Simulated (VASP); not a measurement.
A run of VASP 6.6.1:

Contents of INCAR:

```
PREC = Accurate
ENCUT = 1340
EDIFF = 1E-6
ISMEAR = 0
SIGMA = 0.02
LREAL = False
LASPH = True
NELM = 200
ALGO = Normal
ISIF = 2
LWAVE = False
LCHARG = False
LMAXMIX = 4
LDAU = True
LDAUTYPE = 2
LDAUL = -1 2 -1
LDAUU = 0 4 0
LDAUJ = 0 0 0
LDAUPRINT = 1
GGA = PE
NBANDS = 28
GGA_COMPAT = False
```

Contents of KPOINTS:

```
regular mesh
0
Gamma
  6 6 6
```

POSCAR

```
BaTiO3
1.0
    2.8605249332      1.6515248402      2.3462108881
   -2.8605249332      1.6515248402      2.3462108881
    0.0000000000     -3.3030496804      2.3462108880
Ba Ti O
1 1 3
Direct
    0.0011724682      0.0011724682      0.0011724682
    0.5112785989      0.5112785989      0.5112785989
    0.4887886432      0.9810726465      0.4887886432
    0.4887886432      0.4887886432      0.9810726465
    0.9810726465      0.4887886432      0.4887886432
```

Potentials or basis: VASP PAW PBE potentials, release 64 (Ba_sv, Ti_sv, O_h).

Command:

```sh
$ cat potpaw_PBE.64/Ba_sv/POTCAR potpaw_PBE.64/Ti_sv/POTCAR potpaw_PBE.64/O_h/POTCAR > POTCAR
$ mpirun -np 1 vasp_std > vasp.out
```

Hardware: 1 thread of Intel(R) Xeon(R) 6975P-C (Granite Rapids) (shared host).

How long does it take, and how much memory?

Run time: 2.1 min on 1 thread of Intel(R) Xeon(R) 6975P-C (Granite Rapids) (shared host), peak memory 0.49 GiB. Counts: scf iterations 18, k points 32.
